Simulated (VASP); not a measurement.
Input of a VASP 6.6.1 run:

The input INCAR:

```
SYSTEM = SiC
PREC     = Accurate       ! precision mode
ENCUT    = 520            ! plane-wave cutoff, eV
EDIFF    = 1E-7           ! SCF threshold, eV
ISMEAR   = 0              ! smearing method
SIGMA    = 0.01           ! smearing width, eV
LREAL    = .FALSE.        ! projectors in reciprocal space
LASPH    = .TRUE.         ! aspherical terms in the spheres
NELM     = 60             ! most SCF steps
ALGO     = Normal         ! electronic algorithm
ISIF     = 2              ! what is computed and relaxed
LWAVE    = .FALSE.        ! write WAVECAR
LCHARG   = .FALSE.        ! write CHGCAR
GGA      = PS             ! functional
NBANDS   = 11             ! bands
```

The input KPOINTS:

```
Automatic mesh
0
G
  12 12 12
  0 0 0
```

File POSCAR:

```
SiC
1.0
    0.0000000000      2.1928340023      2.1928340023
    2.1928340023      0.0000000000      2.1928340023
    2.1928340023      2.1928340023      0.0000000000
Si C
1 1
Direct
    0.0000000000      0.0000000000      0.0000000000
    0.7500000000      0.7500000000      0.7500000000
```

Potentials or basis: VASP PAW PBE potentials, release 64 (Si, C).

Command:

```bash
$ cat potpaw_PBE.64/Si/POTCAR potpaw_PBE.64/C/POTCAR > POTCAR
$ mpirun -np 1 vasp_std > vasp.out
```

Q: What does it give for the pressure?

A: -3.9 GPa.

Q: Predict the band gap on the k mesh.

A: 1.25 eV, indirect (least direct gap 4.42 eV).

Caveat: the PAW data sets were made with another functional, which shifts forces and pressure a little. A k mesh can miss the band edges.
